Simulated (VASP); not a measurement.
Here is a VASP 6.6.1 calculation.

INCAR

```
ALGO = Normal ; EDIFF = 1E-7
ENCUT = 520 ; GGA = PE
ISIF = 2 ; ISMEAR = -1
ISYM = 0 ; LASPH = True
LCHARG = False ; LREAL = Auto
LWAVE = False ; NBANDS = 77
NELM = 100 ; PREC = Accurate
SIGMA = 0.05
```

File KPOINTS:

```
k-points
0
Gamma
  1 1 1
```

POSCAR

```
K7NaCl8
1.0
    8.0552110000      0.0523980000     -0.0749070000
    0.0523980000      8.1439380000      0.0866740000
   -0.0749070000      0.0866740000      8.1384140000
Na Cl K
1 8 7
Direct
    0.5290613985      0.2728329020      0.8345294161
    0.3473733251      0.4939510291      0.6556727124
    0.8098255960      0.5489906913      0.7829984303
    0.8385528441      0.8407361830      0.1913971825
    0.8966030962      0.3651063627      0.3225328202
    0.3473202090      0.8215526317      0.2772275362
    0.7008353896      0.0283272893      0.6901255253
    0.4002920690      0.3428510601      0.0989999286
    0.1859410686      0.9485985788      0.8211810624
    0.0859245071      0.7250971734      0.5314546882
    0.0411057390      0.2451848136      0.6540856682
    0.0978285478      0.6114079644      0.0393707999
    0.5891597703      0.1478518531      0.3659792042
    0.1113892406      0.1087922316      0.1330760976
    0.6244866915      0.6522939554      0.4464731701
    0.5455581835      0.7913442803      0.9341334998
```

Potentials or basis: VASP PAW PBE potentials, release 64 (Na_pv, Cl, K_sv).

Launch:

```console
$ cat potpaw_PBE.64/Na_pv/POTCAR potpaw_PBE.64/Cl/POTCAR potpaw_PBE.64/K_sv/POTCAR > POTCAR
$ mpirun -np 1 vasp_gam > vasp.out
```

Predict the pressure.

0.5 GPa.

Estimate the band gap on the k mesh.

4.41 eV.

Predict the largest force.

0.575 eV/Å.

Forces on the atoms (eV/Å):
```
Na   0.372  0.110 -0.425
Cl  -0.044 -0.268 -0.023
Cl   0.192 -0.234 -0.030
Cl  -0.027  0.229  0.215
Cl   0.169  0.046  0.029
Cl  -0.192  0.316 -0.078
Cl  -0.035  0.158  0.040
Cl  -0.234  0.106  0.410
Cl   0.246 -0.152 -0.098
K   -0.222  0.058 -0.031
K   -0.261  0.203 -0.051
K   -0.088  0.039  0.040
K    0.048 -0.101 -0.303
K   -0.195 -0.123  0.197
K    0.200 -0.201  0.072
K    0.071 -0.186  0.036
```

Caveat: the k points lie up to 0.78 Å⁻¹ apart.
